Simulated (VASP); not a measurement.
ScAl: single point with PBEsol

ScAl:

```
Sc Al
1.0
     3.37035    0.00000    0.00000
     0.00000    3.37035    0.00000
     0.00000    0.00000    3.37035
Sc Al
1 1
Direct
  0.50000 0.50000 0.50000
  0.00000 0.00000 0.00000
```

- Program: VASP 6.6.1
- Task: single point
- Functional: PBEsol
- Potentials or basis: VASP PAW PBE potentials, release 64 (Sc_sv, Al)
- Cutoff: 520 eV
- k mesh: 16 × 16 × 16
- Occupations: gaussian, width 0.15 eV
- Spin: no spin polarisation

```yaml
Pressure: -1.6 GPa
Band_gap_on_the_k_mesh: zero (band 7 reaches 6.30 eV, above the bottom of band 8 at 5.12 eV)
```

Levels at points of the mesh, in eV from the Fermi level:
```
           k point  band 4  band 5  band 6  band 7  band 8  band 9  band 10  band 11
(0.00, 0.00, 0.00)  -27.90   -8.46   -0.68   -0.68    2.71    2.71     2.71     3.74
(0.50, 0.00, 0.00)  -27.89   -5.66   -4.56    0.26    0.78    0.78     2.94     3.81
(0.50, 0.50, 0.00)  -27.87   -4.71   -1.85   -1.85   -0.85    1.53     1.53     3.69
(0.50, 0.50, 0.50)  -28.04   -2.55   -2.55   -2.55   -0.44    2.89     2.89     2.89
```

It took 59 s on 1 thread of AMD EPYC 7R13 Processor (Zen 3), on a shared host, peak memory 0.2 GiB.

Caveat: the PAW data sets were made with another functional, which shifts forces and pressure a little.
